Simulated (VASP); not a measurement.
Write the native input for VASP 6.6.1 that does the following.

| Item | Value |
| --- | --- |
| Task | single point |
| Functional | PBE |
| Potentials or basis | VASP PAW PBE potentials, release 64 (Cd, Te) |
| Cutoff | 520 eV |
| k mesh | 8 × 8 × 8 |
| Occupations | gaussian, width 0.1 eV |
| Spin | no spin polarisation |
| Dipole correction | no |
| Further INCAR settings | ALGO = Normal; EDIFF = 1e-07; NBANDS = 26 |

The structure of CdTe4 lies in POSCAR:

```
CdTe4
1.0
    5.5171081195      0.0000000000      0.0000000000
    0.0000000000      5.5171081195      0.0000000000
    0.0000000000      0.0000000000      5.5171081195
Cd Te
1 4
Direct
    0.0000000000      0.0000000000      0.0000000000
    0.2978126022      0.2978126022      0.2978126022
    0.7021873978      0.7021873978      0.2978126022
    0.2978126022      0.7021873978      0.7021873978
    0.7021873978      0.2978126022      0.7021873978
```

The cell was built from a structure type or drawn by symmetry, and may not be a known phase.

One way to write it, as run:

INCAR

```
SYSTEM = CdTe4
ALGO = Normal ; EDIFF = 1E-7
ENCUT = 520 ; GGA = PE
ISIF = 2 ; ISMEAR = 0
LASPH = .True. ; LCHARG = .False.
LREAL = .False. ; LWAVE = .False.
NBANDS = 26 ; NELM = 80
PREC = Accurate ; SIGMA = 0.1
```

KPOINTS

```
k-points
0
Gamma
  8 8 8
  0 0 0
```

Potentials or basis: VASP PAW PBE potentials, release 64 (Cd, Te).

Command:

```bash
$ cat potpaw_PBE.64/Cd/POTCAR potpaw_PBE.64/Te/POTCAR > POTCAR
$ mpirun -np 1 vasp_std > vasp.out
```

Results of the run:

```
Pressure               : 0.0 GPa
Largest force          : 0.021 eV/Å
Band gap on the k mesh : zero (bands 18 and 19 overlap by 0.82 eV)
```

Caveat: spin-orbit coupling is left out, which moves the levels of the heavy elements.

Run time: 74 s on 1 thread of AMD EPYC 9R45 96-Core Processor (Zen 5), on a shared host, peak memory 0.31 GiB.
